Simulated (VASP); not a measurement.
Input of a VASP 6.6.1 run:

Contents of INCAR:

```
PREC = Accurate
ENCUT = 520
EDIFF = 1E-7
ISMEAR = 0
SIGMA = 0.1
LREAL = F
LASPH = T
NELM = 150
ALGO = Normal
ISIF = 2
LWAVE = F
LCHARG = T
ISPIN = 2
MAGMOM = 4 0 0 0 0
LORBIT = 11
LMAXMIX = 4
GGA = PE
LELF = T
LVHAR = T
NBANDS = 26
```

Contents of KPOINTS:

```
regular mesh
0
Gamma
  6 6 4
```

The input POSCAR:

```
MnSi4
1.0
    3.5772562200      0.0000000000      0.0000000000
   -1.7886281100      3.0979947600      0.0000000000
    0.0000000000      0.0000000000      6.4712758900
Mn Si
1 4
Direct
    0.0000000000      0.0000000000      0.5000000000
    0.5000000000      0.0000000000      0.0000000000
    0.0000000000      0.5000000000      0.0000000000
    0.5000000000      0.5000000000      0.0000000000
    0.0000000000      0.0000000000      0.0000000000
```

Potentials or basis: VASP PAW PBE potentials, release 64 (Mn_pv, Si).

Launch:

```bash
$ cat potpaw_PBE.64/Mn_pv/POTCAR potpaw_PBE.64/Si/POTCAR > POTCAR
$ mpirun -np 1 vasp_std > vasp.out
```

Question: What does it give for the pressure?

Answer: 205.1 GPa.

Question: What does it give for the site moments?

Answer: Mn +4.29; Si +0.00, -0.01 (each value once) μB.

Question: Predict the net moment.

Answer: 4.49 μB per cell.

Stress tensor (GPa, compression positive):
```
310.75   0.00   0.00
  0.00 310.75   0.00
  0.00   0.00  -6.09
```

Caveat: the cell stands under pressure.
